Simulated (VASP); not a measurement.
# Al (Fm-3m) in VASP: a series of runs, part 2 of 2

VASP 6.6.1. Earlier steps stand in the parts before.

**3. Single point, LDA (volume scaled by 1.06)**

Input file INCAR:

```
SYSTEM = Al
PREC = Accurate
ENCUT = 520
EDIFF = 1E-6
ISMEAR = -1
SIGMA = 0.05
LREAL = .FALSE.
LASPH = .TRUE.
NELM = 80
ALGO = Fast
ISIF = 2
LWAVE = .FALSE.
LCHARG = .FALSE.
NBANDS = 8
```

Input file KPOINTS:

```
Automatic mesh
0
G
  11 11 11
  0 0 0
```

Input file POSCAR:

```
Al
1.0
    0.0000000000      2.0645171409      2.0645171409
    2.0645171409      0.0000000000      2.0645171409
    2.0645171409      2.0645171409      0.0000000000
Al
1
Direct
    0.0000000000      0.0000000000      0.0000000000
```

Potentials or basis: VASP PAW LDA potentials, release 64 (Al).

The run is started by

```console
$ cat potpaw_LDA.64/Al/POTCAR > POTCAR
$ mpirun -np 1 vasp_std > vasp.out
```

OUTCAR:

```text
SYSTEM = Al
   PREC = Accurate
   ENCUT = 520
   EDIFF = 1E-6
   ISMEAR = -1
   LREAL = .FALSE.
   LASPH = .TRUE.
   NELM = 80
   ISIF = 2

 ion  position               nearest neighbor table
   1  0.000  0.000  0.000-

  LATTYP: Found a face centered cubic cell.
 ALAT       =     4.1290342818

  Lattice vectors:

 A1 = (   0.0000000000,   2.0645171409,   2.0645171409)
 A2 = (   2.0645171409,   0.0000000000,   2.0645171409)
 A3 = (   2.0645171409,   2.0645171409,   0.0000000000)

Analysis of symmetry for initial positions (statically):
=====================================================================
 Subroutine PRICEL returns:
 Original cell was already a primitive cell.

 Routine SETGRP: Setting up the symmetry group for a
 face centered cubic supercell.

 Subroutine GETGRP returns: Found 48 space group operations
[... 9 lines left out ...]

 Routine SETGRP: Setting up the symmetry group for a
 face centered cubic supercell.

 Subroutine GETGRP returns: Found 48 space group operations
 (whereof 48 operations were pure point group operations)
 out of a pool of 48 trial point group operations.

The dynamic configuration has the point symmetry O_h .
[... 142 lines left out ...]
  free energy    TOTEN  =        -4.15861404 eV

  energy without entropy =       -4.15440233  energy(sigma->0) =       -4.15650818

 E-fermi :   7.1553     XC(G=0): -10.1076

 val. band max:        6.9194604635   @ k =  -0.2727   0.2727   0.0909
 cond. band min:       7.1632555694   @ k =  -0.4545   0.3636   0.0000
 fundamental gap:      0.2437951059
 Fermi energy:         7.1552704659

 k-point     1 :       0.0000    0.0000    0.0000
  band No.  band energies     occupation
      1      -3.5253      2.00000
      2      19.3675      0.00000
      3      19.3675      0.00000
      4      19.3675      0.00000
      5      20.2094      0.00000
      6      20.2094      0.00000
      7      20.2094      0.00000
      8      23.2919      0.00000
[... 243 lines left out ...]
 k-point    24 :      -0.1818    0.1818    0.0000
  band No.  band energies     occupation
      1      -1.2518      2.00000
      2      10.8704      0.00000
      3      12.0673      0.00000
      4      18.3368      0.00000
      5      20.4014      0.00000
      6      21.5745      0.00000
      7      22.3243      0.00000
      8      23.2858      0.00000

 [... further k-points ...]
[... 5 lines left out ...]
  --------------------------------------------------------------------------------------
  -------------------------------------------------------------------------------------
  Total       -0.7760957     -0.7760957     -0.7760957     -0.0000000     -0.0000000     -0.0000000
  in kB      -70.6545936    -70.6545936    -70.6545936     -0.0000000     -0.0000000     -0.0000000
  external PRESSURE =     -70.6545936 kB  Pullay stress =       0.0000000 kB

 VOLUME and BASIS-vectors are now :
 -----------------------------------------------------------------------------
  energy-cutoff  :      520.00
  volume of cell :       17.60
      direct lattice vectors                 reciprocal lattice vectors
     0.000000000  2.064517141  2.064517141    -0.242187381  0.242187381  0.242187381
     2.064517141  0.000000000  2.064517141     0.242187381 -0.242187381  0.242187381
     2.064517141  2.064517141  0.000000000     0.242187381  0.242187381 -0.242187381

 POSITION                                       TOTAL-FORCE (eV/Angst)
 -----------------------------------------------------------------------------------
      0.00000      0.00000      0.00000        -0.000000     -0.000000     -0.000000
 -----------------------------------------------------------------------------------
    total drift:                                0.000000     -0.000000     -0.000000

  FREE ENERGIE OF THE ION-ELECTRON SYSTEM (eV)
  ---------------------------------------------------
  free  energy   TOTEN  =        -4.1586140426 eV

  energy  without entropy=       -4.1544023270  energy(sigma->0) =       -4.15650818
```

Run time: 3.8 s. Hardware: 1 thread of AMD EPYC 9R45 (Zen 5), shared host; peak memory 0.09 GiB.

What came out:

* Free energy: -4.1586 eV
* Pressure: -7.1 GPa

Levels at points of the mesh, in eV from the Fermi level:
```tsv
k point	band 1	band 2	band 3	band 4
(0.00, 0.00, 0.00)	-10.68	12.21	12.21	12.21
```

**4. Single point, RPBE, collinear spin, ferromagnetic start (volume scaled by 0.88)**

Input file INCAR:

```
SYSTEM = Al
PREC = Accurate ; ENCUT = 520
EDIFF = 1E-6 ; ISMEAR = 1
SIGMA = 0.01 ; LREAL = .False.
LASPH = .True. ; NELM = 150
ALGO = Normal ; ISIF = 2
LWAVE = .False. ; LCHARG = .False.
ISPIN = 2 ; MAGMOM = 0.5
LORBIT = 11 ; GGA = RP
NBANDS = 12
```

Input file KPOINTS:

```
regular mesh
0
Gamma
  12 12 12
  0 0 0
```

Input file POSCAR:

```
Al
1.0
    0.0000000000      1.9403381750      1.9403381750
    1.9403381750      0.0000000000      1.9403381750
    1.9403381750      1.9403381750      0.0000000000
Al
1
Direct
    0.0000000000      0.0000000000      0.0000000000
```

Potentials or basis: VASP PAW PBE potentials, release 64 (Al).

The run is started by

```console
$ cat potpaw_PBE.64/Al/POTCAR > POTCAR
$ mpirun -np 1 vasp_std > vasp.out
```

OUTCAR:

```text
SYSTEM = Al
   PREC = Accurate
   ENCUT = 520
   EDIFF = 1E-6
   ISMEAR = 1
   LREAL = .False.
   LASPH = .True.
   NELM = 150
   ISIF = 2
   ISPIN = 2
   LORBIT = 11
   GGA = RP

 ion  position               nearest neighbor table
   1  0.000  0.000  0.000-

  LATTYP: Found a face centered cubic cell.
 ALAT       =     3.8806763500

  Lattice vectors:

 A1 = (   0.0000000000,   1.9403381750,   1.9403381750)
 A2 = (   1.9403381750,   0.0000000000,   1.9403381750)
 A3 = (   1.9403381750,   1.9403381750,   0.0000000000)

[... 928 lines left out ...]
  -------------------------------------------------------------------------------------
  Total        1.2912038      1.2912038      1.2912038      0.0000000     -0.0000000      0.0000000
  in kB      141.5934241    141.5934241    141.5934241      0.0000000     -0.0000000      0.0000000
  external PRESSURE =     141.5934241 kB  Pullay stress =       0.0000000 kB

 VOLUME and BASIS-vectors are now :
 -----------------------------------------------------------------------------
  energy-cutoff  :      520.00
  volume of cell :       14.61
      direct lattice vectors                 reciprocal lattice vectors
     0.000000000  1.940338175  1.940338175    -0.257687040  0.257687040  0.257687040
     1.940338175  0.000000000  1.940338175     0.257687040 -0.257687040  0.257687040
     1.940338175  1.940338175  0.000000000     0.257687040  0.257687040 -0.257687040

 POSITION                                       TOTAL-FORCE (eV/Angst)
 -----------------------------------------------------------------------------------
      0.00000      0.00000      0.00000         0.000000      0.000000     -0.000000
 -----------------------------------------------------------------------------------
    total drift:                               -0.000000     -0.000000     -0.000000

  FREE ENERGIE OF THE ION-ELECTRON SYSTEM (eV)
  ---------------------------------------------------
  free  energy   TOTEN  =        -3.4275565207 eV

  energy  without entropy=       -3.4275648727  energy(sigma->0) =       -3.42755930

 total charge

# of ion       s       p       d       tot
------------------------------------------
    1        0.425   0.389   0.000   0.814

 magnetization (x)

# of ion       s       p       d       tot
------------------------------------------
    1       -0.002  -0.004   0.000  -0.006
```

stdout:

```text
POSCAR found type information on POSCAR Al
 POSCAR found :  1 types and       1 ions
 scaLAPACK will be used
 -----------------------------------------------------------------------------
|                                                                             |
|                                                                             |
|     You enforced a specific xc type in the INCAR file but a different       |
|     I HOPE YOU KNOW WHAT YOU ARE DOING!                                     |
|                                                                             |
 -----------------------------------------------------------------------------

 LDA part: xc-table for (Slater+PW92), standard interpolation
 POSCAR, INCAR and KPOINTS ok, starting setup
 FFT: planning ... GRIDC
 FFT: planning ... GRID_SOFT
 FFT: planning ... GRID
 WAVECAR not read
 entering main loop
```

Run time: 10 s. Hardware: 1 thread of AMD EPYC 9R45 (Zen 5), shared host; peak memory 0.1 GiB.

Results:

- Free energy: -3.4276 eV
- Pressure: 14.2 GPa
- Net moment: -0.03 μB per cell
- Valence electrons inside the program's atomic spheres: Al 0.81

Levels at points of the mesh, in eV from the Fermi level:
Spin up:
```csv
k point,band 1,band 2,band 3,band 4,band 5,band 6
"(0.00, 0.00, 0.00)",-11.89,13.41,13.41,13.41,16.01,16.01
"(0.50, 0.00, 0.00)",-4.99,-4.42,12.14,12.14,12.98,12.98
"(0.50, 0.50, 0.00)",-3.11,-1.51,5.35,6.35,6.35,10.53
```
Spin down:
```tsv
k point	band 1	band 2	band 3	band 4	band 5
(0.00, 0.00, 0.00)	-11.93	13.38	13.38	13.38	15.96
(0.50, 0.00, 0.00)	-5.04	-4.45	12.09	12.09	12.95
(0.50, 0.50, 0.00)	-3.15	-1.57	5.32	6.31	6.31
```

Caveat: the PAW data sets were made with another functional, which shifts forces and pressure a little.

**5. Overview**

| level | potentials or basis | spin | cell | k mesh | smearing | gap on the mesh (eV) | pressure (GPa) |
| --- | --- | --- | --- | --- | --- | --- | --- |
| LDA | VASP PAW LDA potentials, release 64 (Al) | off | a = 2.882 Å, angles 60.0°, 1 atom | 11 × 11 × 11 | fermi-dirac 0.05 eV | none | -4.9 |
| LDA | VASP PAW LDA potentials, release 64 (Al) | off | a = 2.920 Å, angles 60.0°, 1 atom | 11 × 11 × 11 | fermi-dirac 0.05 eV | none | -7.1 |
| RPBE | VASP PAW PBE potentials, release 64 (Al) | collinear, ferromagnetic start | a = 2.744 Å, angles 60.0°, 1 atom | 12 × 12 × 12 | methfessel-paxton 0.01 eV | none | 14.2 |

Alike in all rows: task single point; cutoff (eV) 520.

Caveats: the PAW data sets were made with another functional, which shifts forces and pressure a little (some runs).

Total energies depend on the potentials used, so only differences within one code and one set of settings carry meaning.
